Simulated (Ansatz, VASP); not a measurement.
## Pd in VASP and in Ansatz

```
Pd
1.0
     0.00000    1.97307    1.97307
     1.97307    0.00000    1.97307
     1.97307    1.97307    0.00000
Pd
1
Direct
  0.00000 0.00000 0.00000
```

Alike in both runs: task single point; functional r2SCAN; k mesh 18 × 18 × 18; occupations gaussian, width 0.1 eV; no spin polarisation.

```csv
,VASP,Ansatz
version,VASP 6.6.1,Ansatz 0.2.0
potentials or method,"VASP PAW PBE potentials, release 64 (Pd), cutoff 520 eV","scalar-relativistic, plane waves, PAW"
valence electrons in the cell,10,18
```

Ansatz gave:

- gap on the k mesh at the Fermi level (eV): none
- pressure (GPa): -5.1

Estimate VASP's values.

gap on the k mesh at the Fermi level (eV): none; pressure (GPa): -4.5.

VASP's potentials were made for PBE, not for r2SCAN. A gap of «none» marks a metal or a gap that the smearing closes. With one functional, cell and mesh, what is left measures potentials, basis and numerics. VASP's potentials hold 10 valence electrons a cell and Ansatz's 18, so a difference there can come from the potentials and not from the codes.
